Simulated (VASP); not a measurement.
Wanted: the native input for a VASP 6.6.1 run.

```yaml
Task: single point
Functional: LDA
Potentials_or_basis: VASP PAW LDA potentials, release 64 (Mo_sv, S)
Cutoff: 520 eV
k_mesh: 10 × 10 × 10
Occupations: fermi-dirac, width 0.05 eV
Spin: no spin polarisation
Dipole_correction: no
Further_INCAR_settings: ALGO = Normal; EDIFF = 1e-06; NBANDS = 20
```

The structure of MoS2 lies in POSCAR:

```
MoS2
1.0
    1.5960003060      0.9214512063      6.1554945136
   -1.5960003060      0.9214512063      6.1554945136
    0.0000000000     -1.8429024126      6.1554945136
Mo S
1 2
Direct
    0.0000000000      0.0000000000      0.0000000000
    0.2500000000      0.2500000000      0.2500000000
    0.7500000000      0.7500000000      0.7500000000
```

This cell differs from its parent crystal: volume scaled by 1.02.

One way to write it, as run:

INCAR

```
SYSTEM = MoS2
PREC = Accurate
ENCUT = 520
EDIFF = 1E-6
ISMEAR = -1
SIGMA = 0.05
LREAL = .FALSE.
LASPH = .TRUE.
NELM = 100
ALGO = Normal
ISIF = 2
LWAVE = .FALSE.
LCHARG = .TRUE.
GGA = CA
LELF = .TRUE.
LVHAR = .TRUE.
NBANDS = 20
```

KPOINTS

```
Automatic mesh
0
G
  10 10 10
  0 0 0
```

Potentials or basis: VASP PAW LDA potentials, release 64 (Mo_sv, S).

Command:

```bash
$ cat potpaw_LDA.64/Mo_sv/POTCAR potpaw_LDA.64/S/POTCAR > POTCAR
$ mpirun -np 1 vasp_std > vasp.out
```

Results of the run:

| Item | Value |
| --- | --- |
| Pressure | -2.7 GPa |
| Largest force | 0.257 eV/Å |
| Band gap on the k mesh | zero (band 13 reaches 7.64 eV, above the bottom of band 14 at 7.02 eV) |

Run time: 2.4 min on 1 thread of Intel(R) Xeon(R) 6975P-C (Granite Rapids), on a shared host, peak memory 0.33 GiB.
